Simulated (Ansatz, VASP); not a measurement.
## ZnCu in VASP and in Ansatz

```
CELL_PARAMETERS angstrom
2.96491 0.00000 0.00000
0.00000 2.96491 0.00000
0.00000 0.00000 2.96491
ATOMIC_POSITIONS crystal
Zn 0.50000 0.50000 0.50000
Cu 0.00000 0.00000 0.00000
```

Alike in both runs: task single point; functional PBEsol; k mesh 14 × 14 × 14; occupations gaussian, width 0.1 eV; no spin polarisation.

|  | VASP | Ansatz |
| --- | --- | --- |
| version | VASP 6.6.1 | Ansatz 0.2.0 |
| potentials or method | VASP PAW PBE potentials, release 64 (Zn, Cu), cutoff 520 eV | scalar-relativistic, plane waves, PAW |
| valence electrons in the cell | 23 | 31 |

Ansatz gave:

* gap on the k mesh at the Fermi level (eV): none
* pressure (GPa): -6.9

Q: What did VASP give for the same quantities?

A: gap on the k mesh at the Fermi level (eV): none; pressure (GPa): -6.3.

VASP's potentials were made for PBE, not for PBEsol. A gap of «none» marks a metal or a gap that the smearing closes. VASP's potentials hold 23 valence electrons a cell and Ansatz's 31, so a difference there can come from the potentials and not from the codes.
